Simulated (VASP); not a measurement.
**VPt: relaxation of cell and atoms with LDA**

Crystal: VPt.

```xyz
2
Lattice="2.7028 0.0000 0.0000 0.0000 2.7028 0.0000 0.0000 0.0000 3.9088" Properties=species:S:1:pos:R:3 pbc="T T T"
V     1.3514    1.3514    1.9544
Pt    0.0000    0.0000    0.0000
```

```json
{
 "Program": "VASP 6.6.1",
 "Task": "relaxation of cell and atoms",
 "Functional": "LDA",
 "Potentials or basis": "VASP PAW LDA potentials, release 64 (V_sv, Pt)",
 "Cutoff": "600 eV",
 "k mesh": "16 × 16 × 12",
 "Occupations": "gaussian, width 0.1 eV",
 "Spin": "no spin polarisation",
 "Dipole correction": "no",
 "Further INCAR settings": "ALGO = Normal; EDIFF = 1e-06; IBRION = 2; EDIFFG = -0.005; NSW = 70; ISIF = 3"
}
```

The relaxed volume is 13.51 Å³/atom, the relaxed cell is a = 2.654 Å, b = 2.654 Å, c = 3.836 Å, α = 90.00°, β = 90.00°, γ = 90.00° and the space group after relaxing (to 0.05 Å) is P4/mmm (No. 123). The energy gained by relaxing is 34.7 meV/atom, the ionic steps are 11 and the pressure after relaxing is 0.0 GPa.

Step by step:
| step | energy change (eV) | largest force (eV/Å) | pressure (GPa) | volume (Å³) |
| --- | --- | --- | --- | --- |
| 1 | 0.0000 | 0.0000 | -13.80 | 28.56 |
| 2 | 0.3785 | 0.0000 | 49.71 | 23.77 |
| 3 | -0.0692 | 0.0000 | -0.78 | 27.10 |
| 4 | -0.0693 | 0.0000 | -0.12 | 27.04 |
| 5 | -0.0693 | 0.0000 | 0.15 | 27.01 |
| 6 | -0.0693 | 0.0000 | -0.26 | 27.05 |
| 7 | -0.0694 | 0.0000 | -0.13 | 27.03 |
| 8 | -0.0694 | 0.0000 | -0.03 | 27.03 |
| 9 | -0.0694 | 0.0000 | -0.07 | 27.03 |
| 10 | -0.0694 | 0.0000 | -0.04 | 27.03 |
| 11 | -0.0694 | 0.0000 | 0.00 | 27.02 |

Final structure:
```
V Pt
1.0
     2.65427    0.00000    0.00000
     0.00000    2.65427    0.00000
     0.00000    0.00000    3.83558
V Pt
1 1
Direct
  0.50000 0.50000 0.50000
  0.00000 0.00000 0.00000
```

Levels at points of the mesh, in eV from the Fermi level:
| k point | band 8 | band 9 | band 10 | band 11 | band 12 | band 13 | band 14 | band 15 |
| --- | --- | --- | --- | --- | --- | --- | --- | --- |
| (0.00, 0.00, 0.00) | -3.10 | -3.10 | -1.27 | -1.24 | 0.13 | 2.32 | 2.32 | 2.37 |
| (0.50, 0.00, 0.00) | -3.45 | -3.23 | -2.13 | -1.86 | -1.35 | 0.67 | 1.32 | 2.27 |
| (0.50, 0.50, 0.00) | -5.82 | 0.43 | 0.96 | 2.11 | 2.11 | 2.19 | 2.51 | 2.51 |
| (0.00, 0.00, 0.50) | -3.65 | -2.56 | -2.56 | -1.87 | -1.15 | -0.25 | 0.92 | 0.92 |
| (0.50, 0.00, 0.50) | -3.64 | -2.86 | -0.86 | -0.50 | 0.14 | 0.77 | 1.80 | 2.12 |
| (0.50, 0.50, 0.50) | -2.99 | -2.53 | -1.84 | -1.84 | 0.43 | 0.92 | 3.26 | 8.19 |

Run time: 4.8 min on 1 thread of Intel(R) Xeon(R) Platinum 8488C (Sapphire Rapids), on a shared host, peak memory 0.32 GiB.

Caveat: spin-orbit coupling is left out, which moves the levels of the heavy elements. Zero-point motion and thermal expansion aren't in these numbers.
